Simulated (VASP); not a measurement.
# C in VASP: further runs

The runs below take C through single point, with PBE, RPBE, PBEsol.

Everything below comes from runs of VASP 6.6.1. Logs are shortened: lines on timing, memory, paths and dates and some standing lists are left out, and cuts for length are marked.

## 1. The cell of the first run

The cell holds a slab with vacuum, 2 atoms: a = 2.456 Å, b = 2.456 Å, c = 8.524 Å, α = 90.00°, β = 90.00°, γ = 120.00°.

## 2. Single point, PBE

INCAR reads:

```
SYSTEM = C
  PREC = Accurate
  ENCUT = 600
  EDIFF = 1E-6
  ISMEAR = 0
  SIGMA = 0.1
  LREAL = .FALSE.
  LASPH = .TRUE.
  NELM = 120
  ALGO = Normal
  ISIF = 2
  LWAVE = .FALSE.
  LCHARG = .FALSE.
  GGA = PE
  NBANDS = 11
  GGA_COMPAT = .FALSE.
```

KPOINTS reads:

```
regular mesh
0
G
  6 6 2
  0 0 0
```

POSCAR reads:

```
C
1.0
    2.4561701622      0.0000000000      0.0000000000
   -1.2280850811      2.1271057565      0.0000000000
    0.0000000000      0.0000000000      8.5238033600
C
2
Direct
    0.3333333333      0.6666666667      0.0000000000
    0.6666666667      0.3333333333      0.0000000000
```

Potentials or basis: VASP PAW PBE potentials, release 64 (C).

Run with:

```bash
$ cat potpaw_PBE.64/C/POTCAR > POTCAR
$ mpirun -np 1 vasp_std > vasp.out
```

OUTCAR:

```text
SYSTEM = C
   PREC = Accurate
   ENCUT = 600
   EDIFF = 1E-6
   ISMEAR = 0
   LREAL = .FALSE.
   LASPH = .TRUE.
   NELM = 120
   ISIF = 2
   GGA = PE

 ion  position               nearest neighbor table
   1  0.333  0.667  0.000-   2 1.42   2 1.42   2 1.42
   2  0.667  0.333  0.000-   1 1.42   1 1.42   1 1.42

  LATTYP: Found a hexagonal cell.
 ALAT       =     2.4561701622
 C/A-ratio  =     3.4703635323

  Lattice vectors:

 A1 = (   2.4561701622,   0.0000000000,   0.0000000000)
 A2 = (  -1.2280850811,   2.1271057565,   0.0000000000)
 A3 = (   0.0000000000,   0.0000000000,   8.5238033600)

Analysis of symmetry for initial positions (statically):
=====================================================================
 Subroutine PRICEL returns:
 Original cell was already a primitive cell.

 Routine SETGRP: Setting up the symmetry group for a
 hexagonal supercell.

 Subroutine GETGRP returns: Found 24 space group operations
 (whereof 24 operations were pure point group operations)
 out of a pool of 24 trial point group operations.

The static configuration has the point symmetry D_6h.

Analysis of symmetry for dynamics (positions and initial velocities):
=====================================================================
 Subroutine PRICEL returns:
 Original cell was already a primitive cell.

 Routine SETGRP: Setting up the symmetry group for a
 hexagonal supercell.

 Subroutine GETGRP returns: Found 24 space group operations
 (whereof 24 operations were pure point group operations)
 out of a pool of 24 trial point group operations.

The dynamic configuration has the point symmetry D_6h.

 Subroutine INISYM returns: Found 24 space group operations
 (whereof 24 operations are pure point group operations),
 and found     1 'primitive' translations

----------------------------------------------------------------------------------------

                                     Primitive cell

  volume of cell :      44.5329

  direct lattice vectors                    reciprocal lattice vectors
     2.456170162  0.000000000  0.000000000     0.407137916  0.235061185  0.000000000
    -1.228085081  2.127105756  0.000000000     0.000000000  0.470122370  0.000000000
     0.000000000  0.000000000  8.523803360     0.000000000  0.000000000  0.117318521

  length of vectors
     2.456170162  2.456170162  8.523803360     0.470122370  0.470122370  0.117318521

  position of ions in fractional coordinates (direct lattice)
     0.333333333  0.666666667  0.000000000
     0.666666667  0.333333333  0.000000000

  ion indices of the primitive-cell ions
   primitive index   ion index
                 1           1
                 2           2

----------------------------------------------------------------------------------------

 KPOINTS: regular mesh

Automatic generation of k-mesh.
 Grid dimensions read from file:
 generate k-points for:    6    6    2

 Generating k-lattice:

  Cartesian coordinates                     Fractional coordinates (reciprocal lattice)
     0.067856319  0.039176864  0.000000000     0.166666667 -0.000000000  0.000000000
     0.000000000  0.078353728  0.000000000     0.000000000  0.166666667  0.000000000
     0.000000000  0.000000000  0.058659260     0.000000000  0.000000000  0.500000000

  Length of vectors
     0.078353728  0.078353728  0.058659260

  Shift w.r.t. Gamma in fractional coordinates (k-lattice)
     0.000000000  0.000000000  0.000000000

 Subroutine IBZKPT returns following result:
 ===========================================

 Found     14 irreducible k-points:

 Following reciprocal coordinates:
            Coordinates               Weight
  0.000000  0.000000  0.000000      1.000000
  0.166667 -0.000000  0.000000      6.000000
  0.333333 -0.000000  0.000000      6.000000
  0.500000 -0.000000  0.000000      3.000000
  0.166667  0.166667  0.000000      6.000000
  0.333333  0.166667  0.000000     12.000000
  0.333333  0.333333  0.000000      2.000000
  0.000000  0.000000  0.500000      1.000000
  0.166667 -0.000000  0.500000      6.000000
  0.333333 -0.000000  0.500000      6.000000
  0.500000 -0.000000  0.500000      3.000000
  0.166667  0.166667  0.500000      6.000000
  0.333333  0.166667  0.500000     12.000000
  0.333333  0.333333  0.500000      2.000000
   k-points           NKPTS =     14   k-points in BZ     NKDIM =     14   number of bands    NBANDS=     11
   number of dos      NEDOS =    301   number of ions     NIONS =      2
   total plane-waves  NPLWV =  28000
   dimension x,y,z NGX =    20 NGY =   20 NGZ =   70
   dimension x,y,z NGXF=    40 NGYF=   40 NGZF=  140
   ions per type =               2
   NGX,Y,Z   is equivalent  to a cutoff of  13.54, 13.54, 13.65 a.u.
   NGXF,Y,Z  is equivalent  to a cutoff of  27.07, 27.07, 27.31 a.u.
 SYSTEM =  C
   PREC   = accura    normal or accurate (medium, high low for compatibility)
   ISTART =      0    job   : 0-new  1-cont  2-samecut
   ICHARG =      2    charge: 1-file 2-atom 10-const
   ISPIN  =      1    spin polarized calculation?
   LNONCOLLINEAR =      F non collinear calculations
   LSORBIT =      F    spin-orbit coupling
   LASPH  =      T    aspherical Exc in radial PAW
   ENCUT  =  600.0 eV  44.10 Ry    6.64 a.u.   4.91  4.91 17.02*2*pi/ulx,y,z
   NELM   =    120;   NELMIN=  2; NELMDL= -5     # of ELM steps
   EDIFF  = 0.1E-05   stopping-criterion for ELM
   LREAL  =      F    real-space projection
   EDIFFG = 0.1E-04   stopping-criterion for IOM
   NSW    =      0    number of steps for IOM
   IBRION =     -1    ionic relax: 0-MD 1-quasi-New 2-CG
   NFREE  =      0    steps in history (QN), initial steepest desc. (CG)
   ISIF   =      2    stress and relaxation
   ISYM   =      2    0-nonsym 1-usesym 2-fastsym
   POTIM  = 0.5000    time-step for ionic-motion
   TEBEG  =    0.0;   TEEND  =   0.0 temperature during run
   PSTRESS=    0.0 pullay stress
   NELECT =       8.0000    total number of electrons
   NUPDOWN=      -1.0000    fix difference up-down
   EMIN   =  10.00;   EMAX   =-10.00  energy-range for DOS
   EFERMI =   0.00;   METHOD = LEGACY
   ISMEAR =     0;   SIGMA  =   0.10  broadening in eV -4-tet -1-fermi 0-gaus
   EFERMI_NEDOS =   21; number of points for ismear=-14 and -15
   IALGO  =     38    algorithm
   IMIX   =      4    mixing-type and parameters
     AMIX     =   0.40;   BMIX     =  1.00
     AMIX_MAG =   1.60;   BMIX_MAG =  1.00
  volume/ion in A,a.u.               =      22.27       150.26
  Fermi-wavevector in a.u.,A,eV,Ry     =   0.923729  1.745594 11.609511  0.853275
  Thomas-Fermi vector in A             =   2.049397
   LORBIT       =      0    0 simple, 1 ext, 2 COOP (PROOUT), +10 PAW based schemes
   GGA     = PE    functional components
   LHFCALC =     F    Hartree Fock is set to
   AEXX    =    0.0000 exact exchange contribution
   IVDW    =     0    specifies the selected vdW correction
   LEPSILON=     F    determine dielectric tensor
   LRPA    =     F    only Hartree local field effects (RPA)
 non-spin polarized calculation
 Gauss-broadening in eV      SIGMA  =   0.10
  energy-cutoff  :      600.00
  volume of cell :       44.53
 maximum number of plane-waves:      1512
 NGX is ok and might be reduce to    20
   NGX =  9   NGY =  9   NGZ = 35

 number of electron       7.9999999 magnetization

 Free energy of the ion-electron system (eV)
  ---------------------------------------------------
  ext. energy  EPLUGINS =         0.00000000
  ---------------------------------------------------
  free energy    TOTEN  =       -18.40144589 eV

  energy without entropy =      -18.39517712  energy(sigma->0) =      -18.39831151

 E-fermi :  -0.6709     XC(G=0):  -4.9924

 val. band max:       -0.6710111466   @ k =   0.3333   0.3333   0.5000
 cond. band min:      -0.6708637395   @ k =   0.3333   0.3333   0.0000
 fundamental gap:      0.0001474071
 Fermi energy:        -0.6709374431

 k-point     1 :       0.0000    0.0000    0.0000
  band No.  band energies     occupation
      1     -20.2898      2.00000
      2      -8.3695      2.00000
      3      -3.7122      2.00000
      4      -3.7122      2.00000
      5       2.2788      0.00000
      6       4.5965      0.00000
      7       6.2880      0.00000
      8       7.7129      0.00000
      9       7.7129      0.00000
     10      10.8968      0.00000
     11      12.0912      0.00000

 k-point     2 :       0.1667   -0.0000    0.0000
  band No.  band energies     occupation
      1     -19.6307      2.00000
      2      -7.5837      2.00000
      3      -6.0134      2.00000
      4      -4.8564      2.00000
      5       3.1799      0.00000
      6       5.4728      0.00000
      7       7.1202      0.00000
      8       7.7963      0.00000
      9       8.7938      0.00000
     10      10.2788      0.00000
     11      13.3403      0.00000

 k-point     3 :       0.3333   -0.0000    0.0000
  band No.  band energies     occupation
      1     -17.6867      2.00000
      2     -10.3433      2.00000
      3      -6.4860      2.00000
      4      -5.3453      2.00000
      5       4.2852      0.00000
      6       5.8706      0.00000
      7       7.1407      0.00000
      8       8.1173      0.00000
      9       9.8170      0.00000
     10      15.2030      0.00000
     11      15.3425      0.00000

 k-point     4 :       0.5000   -0.0000    0.0000
  band No.  band energies     occupation
      1     -14.9945      2.00000
      2     -13.9881      2.00000
      3      -7.1269      2.00000
      4      -3.0545      2.00000
      5       1.0121      0.00000
      6       6.8123      0.00000
      7      10.2458      0.00000
      8      10.3850      0.00000
      9      11.9616      0.00000
     10      12.5527      0.00000
     11      13.9736      0.00000

 k-point     5 :       0.1667    0.1667    0.0000
  band No.  band energies     occupation
      1     -18.3290      2.00000
      2      -8.4586      2.00000
      3      -7.1263      2.00000
      4      -6.0588      2.00000
      5       4.9806      0.00000
      6       5.7742      0.00000
      7       7.1886      0.00000
      8       8.8444      0.00000
      9       9.5246      0.00000
     10      11.0206      0.00000
     11      14.5650      0.00000
[... 71 lines left out ...]
 k-point    11 :       0.5000   -0.0000    0.5000
  band No.  band energies     occupation
      1     -14.9946      2.00000
      2     -13.9884      2.00000
      3      -7.1270      2.00000
      4      -3.0546      2.00000
      5       1.0115      0.00000
      6       6.8123      0.00000
      7      10.7737      0.00000
      8      10.9611      0.00000
      9      11.0348      0.00000
     10      11.2072      0.00000
     11      14.4957      0.00000

 k-point    12 :       0.1667    0.1667    0.5000
  band No.  band energies     occupation
      1     -18.3291      2.00000
      2      -8.4587      2.00000
      3      -7.1264      2.00000
      4      -6.0592      2.00000
      5       5.6653      0.00000
      6       5.7672      0.00000
      7       5.7742      0.00000
      8       9.4251      0.00000
      9      10.6825      0.00000
     10      11.0206      0.00000
     11      12.8959      0.00000

 k-point    13 :       0.3333    0.1667    0.5000
  band No.  band energies     occupation
      1     -15.8253      2.00000
      2     -12.1259      2.00000
      3      -8.7690      2.00000
      4      -3.3541      2.00000
      5       1.8696      0.00000
      6       9.1037      0.00000
      7       9.2340      0.00000
      8       9.5132      0.00000
      9      12.2017      0.00000
     10      13.3378      0.00000
     11      14.6984      0.00000

 k-point    14 :       0.3333    0.3333    0.5000
  band No.  band energies     occupation
      1     -13.3078      2.00000
      2     -13.3078      2.00000
      3     -11.3198      2.00000
      4      -0.6710      1.00083
      5      -0.6710      1.00083
      6       9.9381      0.00000
      7      12.3728      0.00000
      8      12.3728      0.00000
      9      13.0317      0.00000
     10      13.9321      0.00000
     11      13.9321      0.00000

------------------------ aborting loop because EDIFF is reached ----------------------------------------

  FORCE on cell =-STRESS in cart. coord.  units (eV):
  Direction    XX          YY          ZZ          XY          YZ          ZX
  --------------------------------------------------------------------------------------
  -------------------------------------------------------------------------------------
  Total        0.6622021      0.6622021     -0.0361604      0.0000000      0.0000000     -0.0000000
  in kB       23.8243034     23.8243034     -1.3009571      0.0000000      0.0000000     -0.0000000
  external PRESSURE =      15.4492166 kB  Pullay stress =       0.0000000 kB

 VOLUME and BASIS-vectors are now :
 -----------------------------------------------------------------------------
  energy-cutoff  :      600.00
  volume of cell :       44.53
      direct lattice vectors                 reciprocal lattice vectors
     2.456170162  0.000000000  0.000000000     0.407137916  0.235061185  0.000000000
    -1.228085081  2.127105756  0.000000000     0.000000000  0.470122370  0.000000000
     0.000000000  0.000000000  8.523803360     0.000000000  0.000000000  0.117318521

 POSITION                                       TOTAL-FORCE (eV/Angst)
 -----------------------------------------------------------------------------------
     -0.00000      1.41807      0.00000         0.000000     -0.000000     -0.000000
      1.22809      0.70904      0.00000        -0.000000      0.000000      0.000000
 -----------------------------------------------------------------------------------
    total drift:                                0.000000     -0.000000     -0.000000

  FREE ENERGIE OF THE ION-ELECTRON SYSTEM (eV)
  ---------------------------------------------------
  free  energy   TOTEN  =       -18.4014458933 eV

  energy  without entropy=      -18.3951771235  energy(sigma->0) =      -18.39831151
```

It took 17 s on 1 thread of Intel Xeon 8259CL, shared host; peak memory 0.16 GiB.

What came out:

```yaml
Free_energy: -18.4014 eV
Band_gap_on_the_k_mesh: zero (filled and empty bands touch)
```

Caveat: the k points lie up to 0.49 Å⁻¹ apart.

(Continued in part 2 of 3.)
